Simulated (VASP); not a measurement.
# Ru (P-3m1) in VASP: single point with PBE

Aim: the single point of Ru with PBE.

Everything below comes from runs of VASP 6.6.1. Logs are shortened: lines on timing, memory, paths and dates and some standing lists are left out, and cuts for length are marked.

## (1) The cell of the first run

Symmetry: P-3m1, No. 164, trigonal system. The conventional cell has a = 2.706 Å, b = 2.706 Å, c = 4.282 Å, α = 90.00°, β = 90.00°, γ = 120.00°. Within 3.3 Å of Ru (site symmetry 3m) lie 12 Ru at 2.49 to 2.81 Å.

## (2) Single point, PBE (atom 2 (Ru) moved by [0.0, 0.0, 0.2] A)

File INCAR:

```
ALGO     = Normal         # electronic algorithm
EDIFF    = 1E-7           # SCF threshold, eV
ENCUT    = 520            # plane-wave cutoff, eV
GGA      = PE             # functional
ISIF     = 2              # what is computed and relaxed
ISMEAR   = -1             # smearing method
LASPH    = True           # aspherical terms in the spheres
LCHARG   = False          # write CHGCAR
LREAL    = False          # projectors in reciprocal space
LWAVE    = False          # write WAVECAR
NBANDS   = 21             # bands
NELM     = 80             # most SCF steps
PREC     = Accurate       # precision mode
SIGMA    = 0.03           # smearing width, eV
```

File KPOINTS:

```
k-points
0
Gamma
  14 14 8
```

File POSCAR:

```
Ru
1.0
    2.7057993342      0.0000000000      0.0000000000
   -1.3528996671      2.3432909610      0.0000000000
    0.0000000000      0.0000000000      4.2819000000
Ru
2
Direct
    0.3333333333      0.6666666667      0.2500000000
    0.6666666667      0.3333333333      0.7967082370
```

Potentials or basis: VASP PAW PBE potentials, release 64 (Ru_pv).

The run is started by

```bash
$ cat potpaw_PBE.64/Ru_pv/POTCAR > POTCAR
$ mpirun -np 1 vasp_std > vasp.out
```

OUTCAR:

```text
EDIFF = 1E-7
   ENCUT = 520
   GGA = PE
   ISIF = 2
   ISMEAR = -1
   LASPH = True
   LREAL = False
   NELM = 80
   PREC = Accurate

 ion  position               nearest neighbor table
   1  0.333  0.667  0.250-   2 2.49   2 2.49   2 2.49   2 2.81   2 2.81   2 2.81
   2  0.667  0.333  0.797-   1 2.49   1 2.49   1 2.49   1 2.81   1 2.81   1 2.81

  LATTYP: Found a hexagonal cell.
 ALAT       =     2.7057993342
 C/A-ratio  =     1.5824898565

  Lattice vectors:

 A1 = (   2.7057993342,   0.0000000000,   0.0000000000)
 A2 = (  -1.3528996671,   2.3432909610,   0.0000000000)
 A3 = (   0.0000000000,   0.0000000000,   4.2819000000)

Analysis of symmetry for initial positions (statically):
=====================================================================
 Subroutine PRICEL returns:
 Original cell was already a primitive cell.

 Routine SETGRP: Setting up the symmetry group for a
 hexagonal supercell.

 Subroutine GETGRP returns: Found 12 space group operations
 (whereof  6 operations were pure point group operations)
 out of a pool of 24 trial point group operations.

The static configuration has the point symmetry C_3v.
 The point group associated with its full space group is D_3d.

Analysis of symmetry for dynamics (positions and initial velocities):
=====================================================================
 Subroutine PRICEL returns:
 Original cell was already a primitive cell.

 Routine SETGRP: Setting up the symmetry group for a
 hexagonal supercell.

 Subroutine GETGRP returns: Found 12 space group operations
 (whereof  6 operations were pure point group operations)
 out of a pool of 24 trial point group operations.

The dynamic configuration has the point symmetry C_3v.
 The point group associated with its full space group is D_3d.

 Subroutine INISYM returns: Found 12 space group operations
 (whereof  6 operations are pure point group operations),
 and found     1 'primitive' translations

----------------------------------------------------------------------------------------

                                     Primitive cell

  volume of cell :      27.1493

  direct lattice vectors                    reciprocal lattice vectors
     2.705799334  0.000000000  0.000000000     0.369576556  0.213375124  0.000000000
    -1.352899667  2.343290961  0.000000000     0.000000000  0.426750249  0.000000000
     0.000000000  0.000000000  4.281900000     0.000000000  0.000000000  0.233541185

  length of vectors
     2.705799334  2.705799334  4.281900000     0.426750249  0.426750249  0.233541185

  position of ions in fractional coordinates (direct lattice)
     0.333333333  0.666666667  0.250000000
     0.666666667  0.333333333  0.796708237

  ion indices of the primitive-cell ions
   primitive index   ion index
                 1           1
                 2           2

----------------------------------------------------------------------------------------

 KPOINTS: k-points

Automatic generation of k-mesh.
 Grid dimensions read from file:
 generate k-points for:   14   14    8

 Generating k-lattice:

  Cartesian coordinates                     Fractional coordinates (reciprocal lattice)
     0.026398325  0.015241080  0.000000000     0.071428571  0.000000000  0.000000000
     0.000000000  0.030482161  0.000000000     0.000000000  0.071428571  0.000000000
     0.000000000  0.000000000  0.029192648     0.000000000  0.000000000  0.125000000

  Length of vectors
     0.030482161  0.030482161  0.029192648

  Shift w.r.t. Gamma in fractional coordinates (k-lattice)
     0.000000000  0.000000000  0.000000000

 Subroutine IBZKPT returns following result:
 ===========================================

 Found    168 irreducible k-points:

 Following reciprocal coordinates:
            Coordinates               Weight
  0.000000  0.000000  0.000000      1.000000
  0.071429 -0.000000  0.000000      6.000000
  0.142857  0.000000  0.000000      6.000000
  0.214286 -0.000000  0.000000      6.000000
  0.285714  0.000000  0.000000      6.000000
  0.357143 -0.000000  0.000000      6.000000
[... 16 lines left out ...]
  0.285714  0.285714  0.000000      6.000000
  0.357143  0.285714  0.000000      6.000000
 [... further k-points ...]
   k-points           NKPTS =    168   k-points in BZ     NKDIM =    168   number of bands    NBANDS=     21
   number of dos      NEDOS =    301   number of ions     NIONS =      2
   total plane-waves  NPLWV =  12800
   dimension x,y,z NGX =    20 NGY =   20 NGZ =   32
   dimension x,y,z NGXF=    40 NGYF=   40 NGZF=   64
   ions per type =               2
   NGX,Y,Z   is equivalent  to a cutoff of  12.29, 12.29, 12.42 a.u.
   NGXF,Y,Z  is equivalent  to a cutoff of  24.58, 24.58, 24.85 a.u.
 SYSTEM =  unknown system
   PREC   = accura    normal or accurate (medium, high low for compatibility)
   ISTART =      0    job   : 0-new  1-cont  2-samecut
   ICHARG =      2    charge: 1-file 2-atom 10-const
   ISPIN  =      1    spin polarized calculation?
   LNONCOLLINEAR =      F non collinear calculations
   LSORBIT =      F    spin-orbit coupling
   LASPH  =      T    aspherical Exc in radial PAW
   ENCUT  =  520.0 eV  38.22 Ry    6.18 a.u.   5.03  5.03  7.96*2*pi/ulx,y,z
   NELM   =     80;   NELMIN=  2; NELMDL= -5     # of ELM steps
   EDIFF  = 0.1E-06   stopping-criterion for ELM
   LREAL  =      F    real-space projection
   EDIFFG = 0.1E-05   stopping-criterion for IOM
   NSW    =      0    number of steps for IOM
   IBRION =     -1    ionic relax: 0-MD 1-quasi-New 2-CG
   NFREE  =      0    steps in history (QN), initial steepest desc. (CG)
   ISIF   =      2    stress and relaxation
   ISYM   =      2    0-nonsym 1-usesym 2-fastsym
   POTIM  = 0.5000    time-step for ionic-motion
   TEBEG  =    0.0;   TEEND  =   0.0 temperature during run
   PSTRESS=    0.0 pullay stress
   NELECT =      28.0000    total number of electrons
   NUPDOWN=      -1.0000    fix difference up-down
   EMIN   =  10.00;   EMAX   =-10.00  energy-range for DOS
   EFERMI =   0.00;   METHOD = LEGACY
   ISMEAR =    -1;   SIGMA  =   0.03  broadening in eV -4-tet -1-fermi 0-gaus
   EFERMI_NEDOS =   21; number of points for ismear=-14 and -15
   IALGO  =     38    algorithm
   IMIX   =      4    mixing-type and parameters
     AMIX     =   0.40;   BMIX     =  1.00
     AMIX_MAG =   1.60;   BMIX_MAG =  1.00
  volume/ion in A,a.u.               =      13.57        91.61
  Fermi-wavevector in a.u.,A,eV,Ry     =   1.654022  3.125649 37.222686  2.735790
  Thomas-Fermi vector in A             =   2.742361
   LORBIT       =      0    0 simple, 1 ext, 2 COOP (PROOUT), +10 PAW based schemes
   GGA     = PE    functional components
   LHFCALC =     F    Hartree Fock is set to
   AEXX    =    0.0000 exact exchange contribution
   IVDW    =     0    specifies the selected vdW correction
   LEPSILON=     F    determine dielectric tensor
   LRPA    =     F    only Hartree local field effects (RPA)
 non-spin polarized calculation
  energy-cutoff  :      520.00
  volume of cell :       27.15
 maximum number of plane-waves:       752
   NGX =  9   NGY =  9   NGZ = 15

 number of electron      28.0000008 magnetization

 Free energy of the ion-electron system (eV)
  ---------------------------------------------------
  ext. energy  EPLUGINS =         0.00000000
  ---------------------------------------------------
  free energy    TOTEN  =       -18.18762057 eV

  energy without entropy =      -18.18028647  energy(sigma->0) =      -18.18395352

 E-fermi :  12.9149     XC(G=0): -14.0937

 val. band max:       12.9148230820   @ k =   0.2857   0.1429   0.0000
 cond. band min:      12.9173861718   @ k =   0.0714   0.0714   0.3750
 fundamental gap:      0.0025630899
 Fermi energy:        12.9148874027

 k-point     1 :       0.0000    0.0000    0.0000
  band No.  band energies     occupation
      1     -30.8810      2.00000
      2     -29.9122      2.00000
      3     -29.9122      2.00000
      4     -29.6896      2.00000
      5     -29.6896      2.00000
      6     -29.6155      2.00000
[... 13 lines left out ...]
     20      23.2826      0.00000
     21      23.2874      0.00000

 k-point     2 :       0.0714   -0.0000    0.0000
  band No.  band energies     occupation
      1     -30.8645      2.00000
      2     -29.9563      2.00000
      3     -29.9256      2.00000
      4     -29.7268      2.00000
      5     -29.6940      2.00000
      6     -29.6177      2.00000
[... 13 lines left out ...]
     20      23.2825      0.00000
     21      23.2875      0.00000

 k-point     3 :       0.1429    0.0000    0.0000
  band No.  band energies     occupation
      1     -30.8176      2.00000
      2     -30.0732      2.00000
      3     -29.9621      2.00000
      4     -29.8285      2.00000
      5     -29.7069      2.00000
      6     -29.6316      2.00000
[... 13 lines left out ...]
     20      23.2825      0.00000
     21      23.2879      0.00000

 k-point     4 :       0.2143   -0.0000    0.0000
  band No.  band energies     occupation
      1     -30.7488      2.00000
      2     -30.2334      2.00000
      3     -30.0127      2.00000
      4     -29.9675      2.00000
      5     -29.7274      2.00000
      6     -29.6653      2.00000
[... 13 lines left out ...]
     20      23.2824      0.00000
     21      23.2877      0.00000

 k-point     5 :       0.2857    0.0000    0.0000
  band No.  band energies     occupation
      1     -30.6762      2.00000
      2     -30.4040      2.00000
      3     -30.1032      2.00000
      4     -30.0668      2.00000
      5     -29.7517      2.00000
      6     -29.7193      2.00000
[... 13 lines left out ...]
     20      23.2823      0.00000
     21      23.2865      0.00000
[... 382 lines left out ...]
     20      23.2803      0.00000
     21      23.3052      0.00000

 k-point    22 :       0.3571    0.2143    0.0000
  band No.  band energies     occupation
      1     -30.6218      2.00000
      2     -30.5226      2.00000
      3     -30.3534      2.00000
      4     -30.1061      2.00000
      5     -29.9686      2.00000
      6     -29.9097      2.00000
[... 13 lines left out ...]
     20      23.2821      0.00000
     21      23.2837      0.00000

 k-point    23 :       0.2857    0.2857    0.0000
  band No.  band energies     occupation
      1     -30.5861      2.00000
      2     -30.4849      2.00000
      3     -30.4229      2.00000
      4     -30.0477      2.00000
      5     -30.0473      2.00000
      6     -29.9137      2.00000
[... 13 lines left out ...]
     20      23.2822      0.00000
     21      23.2829      0.00000

 k-point    24 :       0.3571    0.2857    0.0000
  band No.  band energies     occupation
      1     -30.5675      2.00000
      2     -30.4877      2.00000
      3     -30.4434      2.00000
      4     -30.0848      2.00000
      5     -30.0099      2.00000
      6     -29.9603      2.00000
[... 13 lines left out ...]
     20      23.2826      0.00000
     21      23.2827      0.00000

 [... further k-points ...]

------------------------ aborting loop because EDIFF is reached ----------------------------------------

  FORCE on cell =-STRESS in cart. coord.  units (eV):
  Direction    XX          YY          ZZ          XY          YZ          ZX
  --------------------------------------------------------------------------------------
  -------------------------------------------------------------------------------------
  Total        1.4883790      1.4883790      3.1845333      0.0000000      0.0000000      0.0000000
  in kB       87.8346346     87.8346346    187.9308381      0.0000000      0.0000000      0.0000000
  external PRESSURE =     121.2000358 kB  Pullay stress =       0.0000000 kB

 VOLUME and BASIS-vectors are now :
 -----------------------------------------------------------------------------
  energy-cutoff  :      520.00
  volume of cell :       27.15
      direct lattice vectors                 reciprocal lattice vectors
     2.705799334  0.000000000  0.000000000     0.369576556  0.213375124  0.000000000
    -1.352899667  2.343290961  0.000000000     0.000000000  0.426750249  0.000000000
     0.000000000  0.000000000  4.281900000     0.000000000  0.000000000  0.233541185

 POSITION                                       TOTAL-FORCE (eV/Angst)
 -----------------------------------------------------------------------------------
     -0.00000      1.56219      1.07048         0.000000     -0.000000      2.867045
      1.35290      0.78110      3.41143        -0.000000      0.000000     -2.867045
 -----------------------------------------------------------------------------------
    total drift:                                0.000000      0.000000      0.000004

  FREE ENERGIE OF THE ION-ELECTRON SYSTEM (eV)
  ---------------------------------------------------
  free  energy   TOTEN  =       -18.1876205678 eV

  energy  without entropy=      -18.1802864706  energy(sigma->0) =      -18.18395352
```

Wall time 37 s (1 thread of Intel Xeon Platinum 8488C (Sapphire Rapids), shared host); peak memory 0.19 GiB.

What came out:

- Free energy: -18.1876 eV
- Pressure: 12.1 GPa
- Largest force: 2.867 eV/Å
- Band gap on the k mesh: zero (band 14 reaches 14.34 eV, above the bottom of band 15 at 11.60 eV)

Forces on the atoms (eV/Å):
```
Ru   0.000  0.000  2.867
Ru   0.000  0.000 -2.867
```

Stress tensor (GPa, compression positive):
```
 8.78  0.00  0.00
 0.00  8.78  0.00
 0.00  0.00 18.79
```

Levels at points of the mesh, in eV from the Fermi level:
```csv
k point,band 11,band 12,band 13,band 14,band 15,band 16,band 17,band 18
"(0.00, 0.00, 0.00)",-2.46,-2.46,-2.44,-1.11,-1.11,1.27,1.27,1.51
"(0.50, 0.00, 0.00)",-2.06,-1.82,-1.49,1.28,1.63,2.08,4.00,6.12
"(0.00, 0.00, 0.50)",-3.03,-2.99,-2.99,-1.83,0.17,0.17,0.98,0.98
"(0.50, 0.00, 0.50)",-2.02,-0.31,0.24,0.54,1.43,1.74,2.74,3.92
```

Caveat: the cell differs from its parent crystal (atom 2 (Ru) moved by [0.0, 0.0, 0.2] A); forces of over 1 eV/Å act on the atoms, so gaps and moduli don't describe the material at rest.
